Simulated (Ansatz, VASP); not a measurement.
# Two plane-wave programs on Cu

Contents of INCAR:

```
PREC = Accurate
ENCUT = 700
EDIFF = 1E-6
ISMEAR = 0
SIGMA = 0.1
LREAL = False
LASPH = True
NELM = 120
ALGO = Normal
ISIF = 2
LWAVE = False
LCHARG = False
GGA = PS
NBANDS = 16
GGA_COMPAT = False
```

File KPOINTS:

```
regular mesh
0
Gamma
  4 4 4
```

File POSCAR:

```
Cu
1.0
   -1.4427933200      1.4427933200      1.3760814500
    1.4427933200     -1.4427933200      1.3760814500
    1.4427933200      1.4427933200     -1.3760814500
Cu
1
Direct
    0.0000000000      0.0000000000      0.0000000000
```

Input for Ansatz:

```yaml
crystal:
  lattice:
    - [-1.44279332, 1.44279332, 1.37608145]
    - [1.44279332, -1.44279332, 1.37608145]
    - [1.44279332, 1.44279332, -1.37608145]
  atoms:
    - { symbol: Cu, position: [0.0, 0.0, 0.0] }
basis:
  ecutwfc: 420
kpoints:
  mp_grid: { grid: [4, 4, 4] }
hamiltonian:
  xc: pbesol
scf:
  occupations: { method: gaussian, width: 0.1 }
output:
  forces: true
  stress: true
  eigenvalues: true
```

Alike in both runs: task single point; functional PBEsol; k mesh 4 × 4 × 4; occupations gaussian, width 0.1 eV; no spin polarisation.

|  | VASP | Ansatz |
| --- | --- | --- |
| version | VASP 6.6.1 | Ansatz 0.2.0 |
| potentials or method | VASP PAW PBE potentials, release 64 (Cu_sv_GW), cutoff 700 eV | scalar-relativistic, plane waves, PAW |
| valence electrons in the cell | 19 | 19 |

|  | VASP | Ansatz | Ansatz less VASP |
| --- | --- | --- | --- |
| gap on the k mesh at the Fermi level (eV) | none | none | - |
| pressure (GPa) | -6.1 | -1.9 | +4.20 |
| traceless stress, the component that is largest in VASP (GPa) | -1.12 | -1.15 | -0.024 |

VASP's potentials were made for PBE, not for PBEsol. A gap of «none» marks a metal or a gap that the smearing closes. One of these differences is far larger than is usual between the two programs; its cause wasn't traced. The functional is the same, so the differences come from potentials, cutoffs and numerics.

The k mesh is coarse, so the values compare programs but aren't converged.
